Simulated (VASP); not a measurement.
Set up this calculation in VASP 6.6.1, as the native input.

```yaml
Task: relaxation of cell and atoms
Functional: PBEsol
Potentials_or_basis: VASP PAW PBE potentials, release 64 (Zn, S)
Cutoff: 600 eV
k_mesh: 10 × 10 × 10
Occupations: gaussian, width 0.01 eV
Spin: no spin polarisation
Target_pressure: 16 GPa
Dipole_correction: no
Further_INCAR_settings: ALGO = Normal; EDIFF = 1e-06; IBRION = 2; EDIFFG = -0.001; NSW = 80; ISIF = 3
```

The structure of ZnS lies in POSCAR:

```
ZnS
1.0
    0.0000000000      2.6782590751      2.6782590751
    2.6782590751      0.0000000000      2.6782590751
    2.6782590751      2.6782590751      0.0000000000
Zn S
1 1
Direct
    0.0000000000      0.0000000000      0.0000000000
    0.7500000000      0.7500000000      0.7500000000
```

The input as run:

INCAR

```
PREC = Accurate
ENCUT = 600
EDIFF = 1E-6
ISMEAR = 0
SIGMA = 0.01
LREAL = F
LASPH = T
NELM = 100
ALGO = Normal
ISIF = 3
LWAVE = F
LCHARG = F
GGA = PS
IBRION = 2
NSW = 80
EDIFFG = -0.001
PSTRESS = 160.0
```

KPOINTS

```
regular mesh
0
Gamma
  10 10 10
```

Potentials or basis: VASP PAW PBE potentials, release 64 (Zn, S).

Run with:

```sh
$ cat potpaw_PBE.64/Zn/POTCAR potpaw_PBE.64/S/POTCAR > POTCAR
$ mpirun -np 1 vasp_std > vasp.out
```

Results of the run:

- Relaxed volume: 16.63 Å³/atom
- Relaxed cell: a = 3.610 Å, b = 3.610 Å, c = 3.610 Å, α = 60.00°, β = 60.00°, γ = 60.00°
- Space group after relaxing (to 0.1 Å): F-43m (No. 216)
- Energy change on relaxing (the run minimises the enthalpy): +114.9 meV/atom
- Ionic steps: 9
- Pressure after relaxing: 16.0 GPa
- Band gap on the k mesh: 2.75 eV

Caveat: the cell is relaxed towards a set pressure, so the run minimises the enthalpy, not the energy; the PAW data sets were made with another functional, which shifts forces and pressure a little.

Wall time 3.3 min on 1 thread of Intel Xeon 8259CL, with other jobs on the host, peak memory 0.19 GiB.
